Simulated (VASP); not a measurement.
Set up this calculation in VASP 6.6.1, as the native input.

```
Task                   : single point
Functional             : PBE
Potentials or basis    : VASP PAW PBE potentials, release 64 (Na_pv, F)
Cutoff                 : 520 eV
k mesh                 : 6 × 6 × 6
Occupations            : gaussian, width 0.01 eV
Spin                   : no spin polarisation
Dipole correction      : no
Further INCAR settings : ALGO = Normal; EDIFF = 1e-07; NBANDS = 14
```

The structure of NaF lies in POSCAR:

```
NaF
1.0
    0.0000000000      2.3348331071      2.3348331071
    2.3348331071      0.0000000000      2.3348331071
    2.3348331071      2.3348331071      0.0000000000
Na F
1 1
Direct
    0.0000000000      0.0000000000      0.0000000000
    0.5000000000      0.5000000000      0.5000000000
```

This cell differs from its parent crystal: volume changed by +5%.

The input as run:

INCAR

```
SYSTEM = NaF
PREC     = Accurate       ! precision mode
ENCUT    = 520            ! plane-wave cutoff, eV
EDIFF    = 1E-7           ! SCF threshold, eV
ISMEAR   = 0              ! smearing method
SIGMA    = 0.01           ! smearing width, eV
LREAL    = .False.        ! projectors in reciprocal space
LASPH    = .True.         ! aspherical terms in the spheres
NELM     = 100            ! most SCF steps
ALGO     = Normal         ! electronic algorithm
ISIF     = 2              ! what is computed and relaxed
LWAVE    = .False.        ! write WAVECAR
LCHARG   = .True.         ! write CHGCAR
GGA      = PE             ! functional
LELF     = .True.         ! ELF
LVHAR    = .True.       
NBANDS   = 14             ! bands
```

KPOINTS

```
Automatic mesh
0
Gamma
  6 6 6
  0 0 0
```

Potentials or basis: VASP PAW PBE potentials, release 64 (Na_pv, F).

Run with:

```console
$ cat potpaw_PBE.64/Na_pv/POTCAR potpaw_PBE.64/F/POTCAR > POTCAR
$ mpirun -np 1 vasp_std > vasp.out
```

It gave:

```json
{
  "Pressure": "0.8 GPa",
  "Band gap on the k mesh": "6.18 eV, direct"
}
```

It took 8.4 s on 1 thread of Intel Xeon 6975P-C, with other jobs on the host, peak memory 0.15 GiB.
